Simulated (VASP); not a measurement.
Ge:

```
CELL_PARAMETERS angstrom
0.00000 2.80992 2.80992
2.80992 0.00000 2.80992
2.80992 2.80992 0.00000
ATOMIC_POSITIONS crystal
Ge 0.75000 0.75000 0.75000
Ge 0.50000 0.50000 0.50000
```

Base run:

* Program: VASP 6.6.1
* Functional: RPBE
* Potentials or basis: VASP PAW PBE potentials, release 64 (Ge_d)
* Cutoff: 520 eV
* k mesh: 8 × 8 × 8
* Occupations: fermi-dirac, width 0.05 eV
* Spin: no spin polarisation

Its results: pressure 6.9 GPa.

Q: The run is repeated on the same cell with these changes: functional from RPBE to BLYP; dispersion from none to D4. What comes out?

A: Pressure 4.5 GPa.

Several settings changed at once.

Caveats: the cell stands under pressure; the PAW data sets were made with another functional, which shifts forces and pressure a little.
